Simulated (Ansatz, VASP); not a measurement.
Ca2ZrN2 in VASP and in Ansatz

```
CELL_PARAMETERS angstrom
3.19653 1.84552 3.82860
-3.19653 1.84552 3.82860
0.00000 -3.69104 3.82860
ATOMIC_POSITIONS crystal
Ca 0.35816 0.35816 0.35816
Ca 0.64184 0.64184 0.64184
Zr 0.00000 0.00000 0.00000
N 0.17472 0.17472 0.17472
N 0.82528 0.82528 0.82528
```

Alike in both runs: functional PBE; k mesh 12 × 12 × 12; occupations gaussian, width 0.1 eV; no spin polarisation.

Ansatz relaxed the structure, and its values are those at the end. VASP's run is a single point on that final structure, the one shown.

```csv
,VASP,Ansatz
version,VASP 6.6.1,Ansatz 0.2.0
potentials or method,"VASP PAW PBE potentials, release 64 (Ca_sv, Zr_sv, N), cutoff 520 eV","scalar-relativistic, plane waves, PAW"
valence electrons in the cell,42,42
```

|  | VASP | Ansatz | Ansatz less VASP |
| --- | --- | --- | --- |
| gap on the k mesh at the Fermi level (eV) | none | none | - |
| pressure (GPa) | 0.1 | 0.0 | -0.13 |
| rms of the force components (eV/Å) | 0.026 | 0.000 | -0.0256 |

A gap of «none» marks a metal or a gap that the smearing closes. The functional is the same, so the differences come from potentials, cutoffs and numerics.
